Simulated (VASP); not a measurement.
Wanted: the native input for a VASP 6.6.1 run.

* Task: single point
* Functional: PBE
* Potentials or basis: VASP PAW PBE potentials, release 64 (P)
* Cutoff: 520 eV
* k mesh: 20 × 20 × 18
* Occupations: gaussian, width 0.1 eV
* Spin: no spin polarisation
* Dipole correction: no
* Further INCAR settings: ALGO = Normal; EDIFF = 1e-06; NBANDS = 12

The structure of P lies in POSCAR:

```
P
1.0
    3.0139746198     -1.7408286099     -0.0017093391
    3.0139746198      1.7408286099     -0.0017093391
   -2.0074760969      0.0000000000      3.0684262956
P
2
Direct
    0.2294352444      0.2294352444      0.6882723725
    0.7705647556      0.7705647556      0.3117276275
```

The input as run:

INCAR

```
SYSTEM = P
  ALGO = Normal
  EDIFF = 1E-6
  ENCUT = 520
  GGA = PE
  ISIF = 2
  ISMEAR = 0
  LASPH = .TRUE.
  LCHARG = .FALSE.
  LREAL = .FALSE.
  LWAVE = .FALSE.
  NBANDS = 12
  NELM = 100
  PREC = Accurate
  SIGMA = 0.1
```

KPOINTS

```
k-points
0
G
  20 20 18
  0 0 0
```

Potentials or basis: VASP PAW PBE potentials, release 64 (P).

Run with:

```console
$ cat potpaw_PBE.64/P/POTCAR > POTCAR
$ mpirun -np 1 vasp_std > vasp.out
```

Results of the run:

- Pressure: -0.3 GPa
- Largest force: 0.046 eV/Å
- Band gap on the k mesh: zero (band 5 reaches 9.61 eV, above the bottom of band 6 at 8.62 eV)

Wall time 4.8 min on 1 thread of Intel(R) Xeon(R) Platinum 8488C (Sapphire Rapids), on a shared host, peak memory 0.61 GiB.
